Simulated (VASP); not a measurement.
# Bi: single point with RPBE

The system is Bi.

```
CELL_PARAMETERS angstrom
3.57374 0.00000 0.00000
-1.78687 3.09495 0.00000
0.00000 0.00000 5.88081
ATOMIC_POSITIONS crystal
Bi 0.33333 0.66667 0.25000
Bi 0.66667 0.33333 0.75000
```

This isn't the form of Bi at room conditions, which is rhombohedral.

```yaml
Program: VASP 6.6.1
Task: single point
Functional: RPBE
Potentials_or_basis: VASP PAW PBE potentials, release 64 (Bi_d)
Cutoff: 520 eV
k_mesh: 10 × 10 × 6
Occupations: fermi-dirac, width 0.1 eV
Spin: no spin polarisation
Dipole_correction: no
Further_INCAR_settings: ALGO = Normal; EDIFF = 1e-07; NBANDS = 22
```

The pressure is -0.1 GPa and the band gap on the k mesh is zero (bands 15 and 16 overlap by 6.27 eV).

Stress tensor (GPa, compression positive):
```
-0.11  0.00  0.00
 0.00 -0.11  0.00
 0.00  0.00 -0.03
```

Levels at points of the mesh, in eV from the Fermi level:
```
           k point  band 12  band 13  band 14  band 15  band 16  band 17  band 18  band 19
(0.00, 0.00, 0.00)   -10.73    -5.06     3.23     3.23     4.63     4.67     4.67     6.80
(0.50, 0.00, 0.00)    -9.79    -4.29    -2.93    -1.86     0.22     0.40     3.18     4.76
(0.00, 0.00, 0.50)   -12.35    -1.18    -1.18     3.91     3.91     3.91     3.91     7.72
(0.50, 0.00, 0.50)   -10.22    -4.63    -4.63     1.37     1.37     1.51     1.51     5.47
```

Wall time 32 s on 1 thread of AMD EPYC 9R45 96-Core Processor (Zen 5) (shared host), peak memory 0.19 GiB.

Caveat: the PAW data sets were made with another functional, which shifts forces and pressure a little; spin-orbit coupling is left out, which moves the levels of the heavy elements.
